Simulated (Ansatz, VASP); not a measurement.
# One calculation of Na3Se2, two programs

```
CELL_PARAMETERS angstrom
1.93322 1.11614 8.96145
-1.93322 1.11614 8.96145
0.00000 -2.23229 8.96145
ATOMIC_POSITIONS crystal
Na 0.00000 0.00000 0.00000
Na 0.20950 0.20950 0.20950
Na 0.79050 0.79050 0.79050
Se 0.40000 0.40000 0.40000
Se 0.60000 0.60000 0.60000
```

Alike in both runs: task relaxation of cell and atoms; functional PBE; k mesh 6 × 6 × 6; occupations gaussian, width 0.1 eV; no spin polarisation.

|  | VASP | Ansatz |
| --- | --- | --- |
| version | VASP 6.6.1 | Ansatz 0.2.0 |
| potentials or method | VASP PAW PBE potentials, release 64 (Na_pv, Se), cutoff 600 eV | scalar-relativistic, plane waves, PAW |
| valence electrons in the cell | 33 | 59 |

Ansatz gave:

| Property | Result |
| --- | --- |
| gap on the k mesh at the Fermi level, each at its own relaxed structure (eV) | none |
| relaxed volume (Å³/atom) | 25.23 |
| relaxed cell length with the largest relative difference (Å) | 6.849 |

**Question.** Which values does VASP return?

**Answer.** gap on the k mesh at the Fermi level, each at its own relaxed structure (eV): none; relaxed volume (Å³/atom): 25.30; relaxed cell length with the largest relative difference (Å): 6.811.

A gap of «none» marks a metal or a gap that the smearing closes. VASP's potentials hold 33 valence electrons a cell and Ansatz's 59, so a difference there can come from the potentials and not from the codes.
